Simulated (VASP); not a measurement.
# Al3Cu (Pm-3m) in VASP: notebook, part 2 of 2

VASP 6.6.1.

**3. Single point, PBEsol**

This run uses another cell than the first one, of 15.11 Å³/atom, 1.027 times its volume.

Input file INCAR:

```
SYSTEM = Al3Cu
PREC = Accurate
ENCUT = 520
EDIFF = 1E-6
ISMEAR = 1
SIGMA = 0.1
LREAL = .FALSE.
LASPH = .TRUE.
NELM = 100
ALGO = Normal
ISIF = 2
LWAVE = .FALSE.
LCHARG = .TRUE.
GGA = PS
LELF = .TRUE.
LVHAR = .TRUE.
NBANDS = 18
```

Input file KPOINTS:

```
regular mesh
0
G
  6 6 6
  0 0 0
```

Input file POSCAR:

```
Al3Cu
1.0
    3.9241510000      0.0000000000      0.0000000000
    0.0000000000      3.9241510000      0.0000000000
    0.0000000000      0.0000000000      3.9241510000
Al Cu
3 1
Direct
    0.0000000000      0.5000000000      0.5000000000
    0.5000000000      0.0000000000      0.5000000000
    0.5000000000      0.5000000000      0.0000000000
    0.0000000000      0.0000000000      0.0000000000
```

Potentials or basis: VASP PAW PBE potentials, release 64 (Al, Cu).

On the command line:

```
cat potpaw_PBE.64/Al/POTCAR potpaw_PBE.64/Cu/POTCAR > POTCAR
mpirun -np 1 vasp_std > vasp.out
```

Wall time 28 s (1 thread of Intel Xeon Platinum 8375C at 2.90GHz (Ice Lake), shared host); peak memory 0.17 GiB.

Results (log left out):

```
Free energy            : -16.6671 eV
Pressure               : -2.4 GPa
Band gap on the k mesh : zero (band 10 reaches 10.37 eV, above the bottom of band 11 at 6.24 eV)
```

Levels at points of the mesh, in eV from the Fermi level:
| k point | band 7 | band 8 | band 9 | band 10 | band 11 | band 12 | band 13 | band 14 |
| --- | --- | --- | --- | --- | --- | --- | --- | --- |
| (0.00, 0.00, 0.00) | -2.41 | -2.41 | -2.41 | -0.58 | 0.41 | 0.41 | 6.33 | 6.33 |
| (0.50, 0.00, 0.00) | -3.37 | 0.24 | 0.24 | 0.29 | 0.29 | 0.72 | 1.81 | 2.28 |
| (0.50, 0.50, 0.00) | -3.37 | -3.30 | -3.05 | 1.31 | 2.91 | 2.91 | 3.29 | 3.67 |
| (0.50, 0.50, 0.50) | -3.96 | -3.37 | -3.37 | -2.46 | -1.93 | -1.93 | -1.93 | 12.09 |

Caveat: the PAW data sets were made with another functional, which shifts forces and pressure a little.

**4. Single point, PBEsol**

This run uses another cell than the first one, of 15.51 Å³/atom, 1.055 times its volume.

Input file INCAR:

```
SYSTEM = Al3Cu
  PREC = Accurate
  ENCUT = 520
  EDIFF = 1E-6
  ISMEAR = 1
  SIGMA = 0.1
  LREAL = .False.
  LASPH = .True.
  NELM = 60
  ALGO = Normal
  ISIF = 2
  LWAVE = .False.
  LCHARG = .False.
  GGA = PS
  NBANDS = 18
```

Input file KPOINTS:

```
Automatic mesh
0
Gamma
  6 6 6
  0 0 0
```

Input file POSCAR:

```
Al3Cu
1.0
    3.9587267992      0.0000000000      0.0000000000
    0.0000000000      3.9587267992      0.0000000000
    0.0000000000      0.0000000000      3.9587267992
Al Cu
3 1
Direct
    0.0000000000      0.5000000000      0.5000000000
    0.5000000000      0.0000000000      0.5000000000
    0.5000000000      0.5000000000      0.0000000000
    0.0000000000      0.0000000000      0.0000000000
```

Potentials or basis: VASP PAW PBE potentials, release 64 (Al, Cu).

On the command line:

```
cat potpaw_PBE.64/Al/POTCAR potpaw_PBE.64/Cu/POTCAR > POTCAR
mpirun -np 1 vasp_std > vasp.out
```

OUTCAR:

```text
SYSTEM = Al3Cu
   PREC = Accurate
   ENCUT = 520
   EDIFF = 1E-6
   ISMEAR = 1
   LREAL = .False.
   LASPH = .True.
   NELM = 60
   ISIF = 2
   GGA = PS

 ion  position               nearest neighbor table
   1  0.000  0.500  0.500-   2 2.80   3 2.80   4 2.80   3 2.80   4 2.80   2 2.80   4 2.80   4 2.80
                             2 2.80   3 2.80   3 2.80   2 2.80
   2  0.500  0.000  0.500-   1 2.80   3 2.80   4 2.80   3 2.80   4 2.80   1 2.80   3 2.80   3 2.80
                             1 2.80   4 2.80   4 2.80   1 2.80
   3  0.500  0.500  0.000-   1 2.80   2 2.80   4 2.80   1 2.80   2 2.80   2 2.80   4 2.80   2 2.80
                             1 2.80   4 2.80   1 2.80   4 2.80
   4  0.000  0.000  0.000-   1 2.80   2 2.80   3 2.80   1 2.80   2 2.80   1 2.80   3 2.80   1 2.80
[... 618 lines left out ...]
  Total       -1.7846392     -1.7846392     -1.7846392      0.0000000      0.0000000     -0.0000000
  in kB      -46.0886952    -46.0886952    -46.0886952      0.0000000      0.0000000     -0.0000000
  external PRESSURE =     -46.0886952 kB  Pullay stress =       0.0000000 kB

 VOLUME and BASIS-vectors are now :
 -----------------------------------------------------------------------------
  energy-cutoff  :      520.00
  volume of cell :       62.04
      direct lattice vectors                 reciprocal lattice vectors
     3.958726799  0.000000000  0.000000000     0.252606469  0.000000000  0.000000000
     0.000000000  3.958726799  0.000000000     0.000000000  0.252606469  0.000000000
     0.000000000  0.000000000  3.958726799     0.000000000  0.000000000  0.252606469

 POSITION                                       TOTAL-FORCE (eV/Angst)
 -----------------------------------------------------------------------------------
      0.00000      1.97936      1.97936         0.000000      0.000000      0.000000
      1.97936      0.00000      1.97936         0.000000      0.000000      0.000000
      1.97936      1.97936      0.00000         0.000000      0.000000      0.000000
      0.00000      0.00000      0.00000         0.000000      0.000000      0.000000
 -----------------------------------------------------------------------------------
    total drift:                                0.000000     -0.000000      0.000000

  FREE ENERGIE OF THE ION-ELECTRON SYSTEM (eV)
  ---------------------------------------------------
  free  energy   TOTEN  =       -16.6324570203 eV

  energy  without entropy=      -16.6295655384  energy(sigma->0) =      -16.63149319
```

OSZICAR:

```text
N       E                     dE             d eps       ncg     rms          rms(c)
DAV:   1     0.732653130555E+02    0.73265E+02   -0.80566E+03   728   0.111E+03
DAV:   2    -0.149100211193E+02   -0.88175E+02   -0.81850E+02   758   0.210E+02
DAV:   3    -0.192008671903E+02   -0.42908E+01   -0.41200E+01   962   0.516E+01
DAV:   4    -0.193202661519E+02   -0.11940E+00   -0.11837E+00  1048   0.691E+00
DAV:   5    -0.193226229005E+02   -0.23567E-02   -0.23565E-02  1024   0.100E+00    0.178E+01
DAV:   6    -0.256068747870E+02   -0.62843E+01   -0.87725E+01   792   0.261E+02    0.162E+01
DAV:   7    -0.174985799362E+02    0.81083E+01   -0.19802E+01   894   0.768E+01    0.583E+00
DAV:   8    -0.166310318600E+02    0.86755E+00   -0.26506E+00   964   0.508E+01    0.733E-01
DAV:   9    -0.166331452907E+02   -0.21134E-02   -0.23891E-01  1010   0.329E+00    0.267E-01
DAV:  10    -0.166377628802E+02   -0.46176E-02   -0.14820E-02   942   0.326E+00    0.574E-01
DAV:  11    -0.166359330089E+02    0.18299E-02   -0.11849E-03  1110   0.814E-01    0.473E-01
DAV:  12    -0.166324468856E+02    0.34861E-02   -0.11312E-02   948   0.356E+00    0.736E-02
DAV:  13    -0.166325369520E+02   -0.90066E-04   -0.81585E-04   788   0.181E-01    0.833E-02
DAV:  14    -0.166324915457E+02    0.45406E-04   -0.35253E-05  1142   0.155E-01    0.503E-02
DAV:  15    -0.166324587433E+02    0.32802E-04   -0.14887E-04   924   0.411E-01    0.171E-02
DAV:  16    -0.166324569847E+02    0.17586E-05   -0.17703E-05  1048   0.111E-01    0.202E-03
DAV:  17    -0.166324570203E+02   -0.35632E-07   -0.19539E-07   438   0.125E-02
   1 F= -.16632457E+02 E0= -.16631493E+02  d E =-.289148E-02
```

Run time: 28 s. Hardware: 1 thread of Intel Xeon Platinum 8375C at 2.90GHz (Ice Lake), shared host; peak memory 0.17 GiB.

What came out:

```
Free energy            : -16.6325 eV
Pressure               : -4.6 GPa
Band gap on the k mesh : zero (band 10 reaches 10.10 eV, above the bottom of band 11 at 5.96 eV)
```

Caveat: the PAW data sets were made with another functional, which shifts forces and pressure a little.

**5. The runs side by side**

```csv
cell,gap on the mesh (eV),pressure (GPa)
"a = 3.889 Å, 4 atoms",none,0.2
"a = 3.924 Å, 4 atoms",none,-2.4
"a = 3.959 Å, 4 atoms",none,-4.6
```

Alike in all rows: task single point; level PBEsol; potentials or basis VASP PAW PBE potentials, release 64 (Al, Cu); no spin polarisation; k mesh 6 × 6 × 6; cutoff (eV) 520; smearing methfessel-paxton 0.1 eV.

Caveats: the PAW data sets were made with another functional, which shifts forces and pressure a little.

Absolute energies hang on the potentials; compare differences alone.
